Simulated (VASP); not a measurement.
# KBr (R-3m) in VASP: further runs

KBr is run at these levels: PBEsol; tasks: single point.

Everything below comes from runs of VASP 6.6.1. Logs are shortened: lines on timing, memory, paths and dates and some standing lists are left out, and cuts for length are marked.

## (1) The cell of the first run

It takes space group R-3m (No. 166, trigonal). The conventional cell has a = 6.037 Å, b = 6.037 Å, c = 6.284 Å, α = 90.00°, β = 90.00°, γ = 120.00°. Within 4.1 Å of K (site symmetry -3m) lie 8 Br at 3.14 to 3.64 Å and 6 K at 4.07 Å. Br (site symmetry -3m) has 8 K at 3.14 to 3.64 Å and 6 Br at 4.07 Å within 4.1 Å.

## (2) Single point, PBEsol

INCAR reads:

```
SYSTEM = KBr
ALGO     = Normal         ! electronic algorithm
EDIFF    = 1E-7           ! SCF threshold, eV
ENCUT    = 520            ! plane-wave cutoff, eV
GGA      = PS             ! functional
ISIF     = 2              ! what is computed and relaxed
ISMEAR   = 0              ! smearing method
LASPH    = .TRUE.         ! aspherical terms in the spheres
LCHARG   = .TRUE.         ! write CHGCAR
LELF     = .TRUE.         ! ELF
LREAL    = .FALSE.        ! projectors in reciprocal space
LVHAR    = .TRUE.       
LWAVE    = .FALSE.        ! write WAVECAR
NBANDS   = 15             ! bands
NELM     = 100            ! most SCF steps
PREC     = Accurate       ! precision mode
SIGMA    = 0.05           ! smearing width, eV
```

KPOINTS reads:

```
k-points
0
G
  6 6 6
  0 0 0
```

POSCAR reads:

```
KBr
1.0
    4.0551597733     -0.2134294618     -0.2134294618
   -0.2134294618      4.0551597733     -0.2134294618
   -0.2134294618     -0.2134294618      4.0551597733
K Br
1 1
Direct
    0.0000000000      0.0000000000      0.0000000000
    0.5000000000      0.5000000000      0.5000000000
```

Potentials or basis: VASP PAW PBE potentials, release 64 (K_sv, Br).

The run is started by

```bash
$ cat potpaw_PBE.64/K_sv/POTCAR potpaw_PBE.64/Br/POTCAR > POTCAR
$ mpirun -np 1 vasp_std > vasp.out
```

OUTCAR:

```text
SYSTEM = KBr
   EDIFF = 1E-7
   ENCUT = 520
   GGA = PS
   ISIF = 2
   ISMEAR = 0
   LASPH = .TRUE.
   LREAL = .FALSE.
   NELM = 100
   PREC = Accurate

 ion  position               nearest neighbor table
   1  0.000  0.000  0.000-   2 3.14   2 3.14
   2  0.500  0.500  0.500-   1 3.14   1 3.14

  LATTYP: Found a trigonal (rhomboedric) cell.
 ALAT       =     4.0663773875
 COS(alpha) =    -0.1019283747

  Lattice vectors:

 A1 = (   4.0551597733,  -0.2134294618,  -0.2134294618)
 A2 = (  -0.2134294618,   4.0551597733,  -0.2134294618)
 A3 = (  -0.2134294618,  -0.2134294618,   4.0551597733)

Analysis of symmetry for initial positions (statically):
=====================================================================
 Subroutine PRICEL returns:
 Original cell was already a primitive cell.

 Routine SETGRP: Setting up the symmetry group for a
 trigonal (rhombohedral) supercell.

 Subroutine GETGRP returns: Found 12 space group operations
 (whereof 12 operations were pure point group operations)
 out of a pool of 12 trial point group operations.

The static configuration has the point symmetry D_3d.

Analysis of symmetry for dynamics (positions and initial velocities):
=====================================================================
 Subroutine PRICEL returns:
 Original cell was already a primitive cell.

 Routine SETGRP: Setting up the symmetry group for a
 trigonal (rhombohedral) supercell.

 Subroutine GETGRP returns: Found 12 space group operations
 (whereof 12 operations were pure point group operations)
 out of a pool of 12 trial point group operations.

The dynamic configuration has the point symmetry D_3d.

 Subroutine INISYM returns: Found 12 space group operations
 (whereof 12 operations are pure point group operations),
 and found     1 'primitive' translations

----------------------------------------------------------------------------------------

                                     Primitive cell

  volume of cell :      66.1107

  direct lattice vectors                    reciprocal lattice vectors
     4.055159773 -0.213429462 -0.213429462     0.248049993  0.013780555  0.013780555
    -0.213429462  4.055159773 -0.213429462     0.013780555  0.248049993  0.013780555
    -0.213429462 -0.213429462  4.055159773     0.013780555  0.013780555  0.248049993

  length of vectors
     4.066377387  4.066377387  4.066377387     0.248814401  0.248814401  0.248814401

[... 84 lines left out ...]
   IBRION =     -1    ionic relax: 0-MD 1-quasi-New 2-CG
   NFREE  =      0    steps in history (QN), initial steepest desc. (CG)
   ISIF   =      2    stress and relaxation
   ISYM   =      2    0-nonsym 1-usesym 2-fastsym
   POTIM  = 0.5000    time-step for ionic-motion
   TEBEG  =    0.0;   TEEND  =   0.0 temperature during run
   PSTRESS=    0.0 pullay stress
   NELECT =      16.0000    total number of electrons
   NUPDOWN=      -1.0000    fix difference up-down
   EMIN   =  10.00;   EMAX   =-10.00  energy-range for DOS
   EFERMI =   0.00;   METHOD = LEGACY
   ISMEAR =     0;   SIGMA  =   0.05  broadening in eV -4-tet -1-fermi 0-gaus
   EFERMI_NEDOS =   21; number of points for ismear=-14 and -15
   IALGO  =     38    algorithm
   IMIX   =      4    mixing-type and parameters
     AMIX     =   0.40;   BMIX     =  1.00
     AMIX_MAG =   1.60;   BMIX_MAG =  1.00
  volume/ion in A,a.u.               =      33.06       223.07
  Fermi-wavevector in a.u.,A,eV,Ry     =   1.020213  1.927923 14.161412  1.040834
  Thomas-Fermi vector in A             =   2.153770
   LORBIT       =      0    0 simple, 1 ext, 2 COOP (PROOUT), +10 PAW based schemes
   GGA     = PS    functional components
   LHFCALC =     F    Hartree Fock is set to
   AEXX    =    0.0000 exact exchange contribution
   IVDW    =     0    specifies the selected vdW correction
   LEPSILON=     F    determine dielectric tensor
   LRPA    =     F    only Hartree local field effects (RPA)
 non-spin polarized calculation
 Gauss-broadening in eV      SIGMA  =   0.05
  energy-cutoff  :      520.00
  volume of cell :       66.11
 maximum number of plane-waves:      1799
   NGX = 15   NGY = 15   NGZ = 15

 number of electron      15.9999995 magnetization

 Free energy of the ion-electron system (eV)
  ---------------------------------------------------
  ext. energy  EPLUGINS =         0.00000000
  ---------------------------------------------------
  free energy    TOTEN  =        -6.29755852 eV

  energy without entropy =       -6.29755852  energy(sigma->0) =       -6.29755852

 E-fermi :  -0.6850     XC(G=0):  -7.9787

 val. band max:       -0.9169658246   @ k =   0.5000   0.5000   0.0000
 cond. band min:       2.8410471741   @ k =   0.0000   0.0000   0.0000
 fundamental gap:      3.7580129987
 Fermi energy:        -0.6850288195

 k-point     1 :       0.0000    0.0000    0.0000
  band No.  band energies     occupation
      1     -29.2732      2.00000
      2     -13.6801      2.00000
      3     -12.7899      2.00000
      4     -12.7704      2.00000
      5     -12.7704      2.00000
      6      -1.2417      2.00000
      7      -1.0874      2.00000
      8      -1.0874      2.00000
      9       2.8410      0.00000
     10       4.9664      0.00000
     11       4.9664      0.00000
     12       8.3844      0.00000
     13       8.7435      0.00000
     14       8.7435      0.00000
[... 401 lines left out ...]
      2     -13.6403      2.00000
      3     -12.8891      2.00000
      4     -12.8150      2.00000
      5     -12.6328      2.00000
      6      -2.4347      2.00000
      7      -2.0528      2.00000
      8      -1.3941      2.00000
      9       5.0590      0.00000
     10       6.2063      0.00000
     11       6.7786      0.00000
     12       7.6174      0.00000
     13       8.2940      0.00000
     14       9.2262      0.00000
     15      10.1276      0.00000

 [... further k-points ...]
[... 5 lines left out ...]
  --------------------------------------------------------------------------------------
  -------------------------------------------------------------------------------------
  Total       -0.1660149     -0.1660149     -0.1660149      0.3979953      0.3979953      0.3979953
  in kB       -4.0233305     -4.0233305     -4.0233305      9.6453178      9.6453178      9.6453178
  external PRESSURE =      -4.0233305 kB  Pullay stress =       0.0000000 kB

 VOLUME and BASIS-vectors are now :
 -----------------------------------------------------------------------------
  energy-cutoff  :      520.00
  volume of cell :       66.11
      direct lattice vectors                 reciprocal lattice vectors
     4.055159773 -0.213429462 -0.213429462     0.248049993  0.013780555  0.013780555
    -0.213429462  4.055159773 -0.213429462     0.013780555  0.248049993  0.013780555
    -0.213429462 -0.213429462  4.055159773     0.013780555  0.013780555  0.248049993

 POSITION                                       TOTAL-FORCE (eV/Angst)
 -----------------------------------------------------------------------------------
      0.00000      0.00000      0.00000         0.000000      0.000000      0.000000
      1.81415      1.81415      1.81415        -0.000000     -0.000000      0.000000
 -----------------------------------------------------------------------------------
    total drift:                               -0.000000      0.000000      0.000000

  FREE ENERGIE OF THE ION-ELECTRON SYSTEM (eV)
  ---------------------------------------------------
  free  energy   TOTEN  =        -6.2975585169 eV

  energy  without entropy=       -6.2975585169  energy(sigma->0) =       -6.29755852
```

Run time: 40 s. Hardware: 1 thread of Intel Xeon 8259CL, shared host; peak memory 0.18 GiB.

Results:

```
Free energy            : -6.2976 eV
Pressure               : -0.4 GPa
Band gap on the k mesh : 3.76 eV (least direct gap 3.93 eV)
```

Stress tensor (GPa, compression positive):
```
-0.40  0.96  0.96
 0.96 -0.40  0.96
 0.96  0.96 -0.40
```

Levels at points of the mesh, in eV from the valence-band top:
```tsv
k point	band 6	band 7	band 8	band 9	band 10	band 11
(0.00, 0.00, 0.00)	-0.32	-0.17	-0.17	3.76	5.88	5.88
(0.50, 0.00, 0.00)	-1.93	-0.42	-0.10	6.31	7.33	7.46
(0.50, 0.50, 0.00)	-1.44	-1.20	0.00	5.22	6.39	8.08
(0.50, 0.50, 0.50)	-1.42	-1.42	-1.38	6.93	6.93	8.55
```

Caveat: the PAW data sets were made with another functional, which shifts forces and pressure a little. A k mesh can miss the band edges.

## (3) Single point, PBEsol

INCAR reads:

```
  PREC = Accurate
  ENCUT = 520
  EDIFF = 1E-6
  ISMEAR = 0
  SIGMA = 0.05
  LREAL = False
  LASPH = True
  NELM = 60
  ALGO = Normal
  ISIF = 2
  LWAVE = False
  LCHARG = True
  GGA = PS
  LELF = True
  LVHAR = True
  NBANDS = 15
```

KPOINTS reads:

```
Automatic mesh
0
Gamma
  6 6 6
```

POSCAR reads:

```
KBr
1.0
    4.0587501245      0.2536718828      0.2536718828
    0.2536718828      4.0587501245      0.2536718828
    0.2536718828      0.2536718828      4.0587501245
K Br
1 1
Direct
    0.0000000000      0.0000000000      0.0000000000
    0.5000000000      0.5000000000      0.5000000000
```

Potentials or basis: VASP PAW PBE potentials, release 64 (K_sv, Br).

The run is started by

```bash
$ cat potpaw_PBE.64/K_sv/POTCAR potpaw_PBE.64/Br/POTCAR > POTCAR
$ mpirun -np 1 vasp_std > vasp.out
```

Run time: 45 s. Hardware: 1 thread of Intel Xeon 8259CL, shared host; peak memory 0.18 GiB.

Results (log left out):

* Free energy: -6.3429 eV
* Pressure: -0.7 GPa
* Band gap on the k mesh: 3.82 eV (least direct gap 3.85 eV)

Stress tensor (GPa, compression positive):
```
-0.72  0.08  0.08
 0.08 -0.72  0.08
 0.08  0.08 -0.72
```

Levels at points of the mesh, in eV from the valence-band top:
| k point | band 4 | band 5 | band 6 | band 7 | band 8 | band 9 | band 10 | band 11 | band 12 | band 13 |
| --- | --- | --- | --- | --- | --- | --- | --- | --- | --- | --- |
| (0.00, 0.00, 0.00) | -11.81 | -11.81 | -0.29 | -0.29 | -0.03 | 3.82 | 5.94 | 5.94 | 9.14 | 9.14 |
| (0.50, 0.00, 0.00) | -11.79 | -11.58 | -1.89 | -0.40 | -0.08 | 6.35 | 7.41 | 7.49 | 8.88 | 9.64 |
| (0.50, 0.50, 0.00) | -11.93 | -11.78 | -1.39 | -1.19 | 0.00 | 5.24 | 6.47 | 8.23 | 8.25 | 9.69 |
| (0.50, 0.50, 0.50) | -11.89 | -11.83 | -1.47 | -1.31 | -1.31 | 6.59 | 7.96 | 7.96 | 8.74 | 9.97 |

Caveat: the PAW data sets were made with another functional, which shifts forces and pressure a little. A k mesh can miss the band edges.

## (4) Single point, PBEsol

This run uses another cell than the first one, of the same volume but with other edges.

INCAR reads:

```
SYSTEM = KBr
PREC = Accurate
ENCUT = 520
EDIFF = 1E-7
ISMEAR = 0
SIGMA = 0.05
LREAL = .False.
LASPH = .True.
NELM = 60
ALGO = Normal
ISIF = 2
LWAVE = .False.
LCHARG = .False.
GGA = PS
NBANDS = 15
```

KPOINTS reads:

```
regular mesh
0
Gamma
  6 6 6
  0 0 0
```

POSCAR reads:

```
KBr
1.0
    4.1785105427      0.7905290216      0.7905290216
    0.7905290216      4.1785105427      0.7905290216
    0.7905290216      0.7905290216      4.1785105427
K Br
1 1
Direct
    0.0000000000      0.0000000000      0.0000000000
    0.5000000000      0.5000000000      0.5000000000
```

The run is started by

```bash
$ cat potpaw_PBE.64/K_sv/POTCAR potpaw_PBE.64/Br/POTCAR > POTCAR
$ mpirun -np 1 vasp_std > vasp.out
```

Wall time 34 s (1 thread of Intel Xeon 8259CL, shared host); peak memory 0.19 GiB.

Results (log left out):

- Free energy: -6.4203 eV
- Pressure: 0.9 GPa
- Band gap on the k mesh: 4.20 eV

Stress tensor (GPa, compression positive):
```
0.92 0.31 0.31
0.31 0.92 0.31
0.31 0.31 0.92
```

Levels at points of the mesh, in eV from the valence-band top:
```
           k point  band 4  band 5  band 6  band 7  band 8  band 9  band 10  band 11  band 12  band 13
(0.00, 0.00, 0.00)  -11.31  -11.31   -0.30   -0.30    0.00    4.20     6.82     6.82     8.29     8.29
(0.50, 0.00, 0.00)  -11.30  -11.00   -1.65   -0.65   -0.36    6.39     7.85     8.93     9.55    10.26
(0.50, 0.50, 0.00)  -11.37  -11.33   -1.18   -0.72   -0.34    5.39     7.04     9.05     9.39     9.53
(0.50, 0.50, 0.50)  -11.33  -11.12   -1.57   -0.90   -0.90    6.34     8.49     9.45     9.45    10.07
```

Caveat: the PAW data sets were made with another functional, which shifts forces and pressure a little.

## (5) Single point, PBEsol

INCAR reads:

```
SYSTEM = KBr
  PREC = Accurate
  ENCUT = 520
  EDIFF = 1E-6
  ISMEAR = 0
  SIGMA = 0.05
  LREAL = .FALSE.
  LASPH = .TRUE.
  NELM = 80
  ALGO = Normal
  ISIF = 2
  LWAVE = .FALSE.
  LCHARG = .TRUE.
  GGA = PS
  LELF = .TRUE.
  LVHAR = .TRUE.
  NBANDS = 15
```

KPOINTS reads:

```
Automatic mesh
0
G
  6 6 6
  0 0 0
```

POSCAR reads:

```
KBr
1.0
    4.0458463876     -0.0966584461     -0.0966584461
   -0.0966584461      4.0458463876     -0.0966584461
   -0.0966584461     -0.0966584461      4.0458463876
K Br
1 1
Direct
    0.0000000000      0.0000000000      0.0000000000
    0.5000000000      0.5000000000      0.5000000000
```

The run is started by

```bash
$ cat potpaw_PBE.64/K_sv/POTCAR potpaw_PBE.64/Br/POTCAR > POTCAR
$ mpirun -np 1 vasp_std > vasp.out
```

Wall time 30 s (1 thread of Intel Xeon 8259CL, shared host); peak memory 0.18 GiB.

It converged, with:

* Free energy: -6.3381 eV
* Pressure: -1.1 GPa
* Band gap on the k mesh: 3.72 eV (least direct gap 3.94 eV)

Stress tensor (GPa, compression positive):
```
-1.11  0.23  0.23
 0.23 -1.11  0.23
 0.23  0.23 -1.11
```

Levels at points of the mesh, in eV from the valence-band top:
```
           k point  band 5  band 6  band 7  band 8  band 9  band 10  band 11  band 12
(0.00, 0.00, 0.00)  -11.94   -0.32   -0.23   -0.23    3.72     5.78     5.78     9.43
(0.50, 0.00, 0.00)  -11.75   -1.97   -0.32   -0.16    6.32     7.15     7.54     8.79
(0.50, 0.50, 0.00)  -11.91   -1.44   -1.34    0.00    5.13     6.39     8.01     8.07
(0.50, 0.50, 0.50)  -11.99   -1.44   -1.44   -1.41    7.08     7.08     7.76     9.19
```

Caveat: the PAW data sets were made with another functional, which shifts forces and pressure a little.

## (6) Single point, PBEsol

INCAR reads:

```
ALGO     = Normal         # electronic algorithm
EDIFF    = 1E-6           # SCF threshold, eV
ENCUT    = 520            # plane-wave cutoff, eV
GGA      = PS             # functional
ISIF     = 2              # what is computed and relaxed
ISMEAR   = 0              # smearing method
LASPH    = T              # aspherical terms in the spheres
LCHARG   = T              # write CHGCAR
LELF     = T              # ELF
LREAL    = F              # projectors in reciprocal space
LVHAR    = T            
LWAVE    = F              # write WAVECAR
NBANDS   = 15             # bands
NELM     = 80             # most SCF steps
PREC     = Accurate       # precision mode
SIGMA    = 0.05           # smearing width, eV
```

KPOINTS reads:

```
k-points
0
Gamma
  6 6 6
```

POSCAR reads:

```
KBr
1.0
    4.0461832695      0.1050956693      0.1050956693
    0.1050956693      4.0461832695      0.1050956693
    0.1050956693      0.1050956693      4.0461832695
K Br
1 1
Direct
    0.0000000000      0.0000000000      0.0000000000
    0.5000000000      0.5000000000      0.5000000000
```

Potentials or basis: VASP PAW PBE potentials, release 64 (K_sv, Br).

The run is started by

```bash
$ cat potpaw_PBE.64/K_sv/POTCAR potpaw_PBE.64/Br/POTCAR > POTCAR
$ mpirun -np 1 vasp_std > vasp.out
```

Wall time 38 s (1 thread of Intel Xeon 8259CL, shared host); peak memory 0.18 GiB.

The run converged. Its results:

| Quantity | Value |
| --- | --- |
| Free energy | -6.3417 eV |
| Pressure | -1.1 GPa |
| Band gap on the k mesh | 3.72 eV (least direct gap 3.90 eV) |

Levels at points of the mesh, in eV from the valence-band top:
```
           k point  band 4  band 5  band 6  band 7  band 8  band 9  band 10  band 11  band 12  band 13
(0.00, 0.00, 0.00)  -11.94  -11.94   -0.29   -0.29   -0.18    3.72     5.78     5.78     9.46     9.46
(0.50, 0.00, 0.00)  -11.92  -11.75   -1.97   -0.31   -0.16    6.32     7.16     7.54     8.80     9.51
(0.50, 0.50, 0.00)  -12.08  -11.91   -1.43   -1.34    0.00    5.13     6.40     8.04     8.05     9.91
(0.50, 0.50, 0.50)  -12.04  -12.03   -1.47   -1.41   -1.41    6.89     7.52     7.52     9.01     9.58
```

Caveat: the PAW data sets were made with another functional, which shifts forces and pressure a little. A k mesh can miss the band edges.

## (7) Summary

| cell | gap on the mesh (eV) | pressure (GPa) |
| --- | --- | --- |
| a = 4.066 Å, angles 95.9°, 2 atoms | 3.76 | -0.4 |
| a = 4.075 Å, angles 82.7°, 2 atoms | 3.82 | -0.7 |
| a = 4.325 Å, angles 67.3°, 2 atoms | 4.20 | 0.9 |
| a = 4.048 Å, angles 92.7°, 2 atoms | 3.72 | -1.1 |
| a = 4.049 Å, angles 87.0°, 2 atoms | 3.72 | -1.1 |

Alike in all rows: task single point; level PBEsol; potentials or basis VASP PAW PBE potentials, release 64 (K_sv, Br); no spin polarisation; k mesh 6 × 6 × 6; cutoff (eV) 520; smearing gaussian 0.05 eV.

Caveats: the PAW data sets were made with another functional, which shifts forces and pressure a little.

Absolute energies hang on the potentials; compare differences alone.
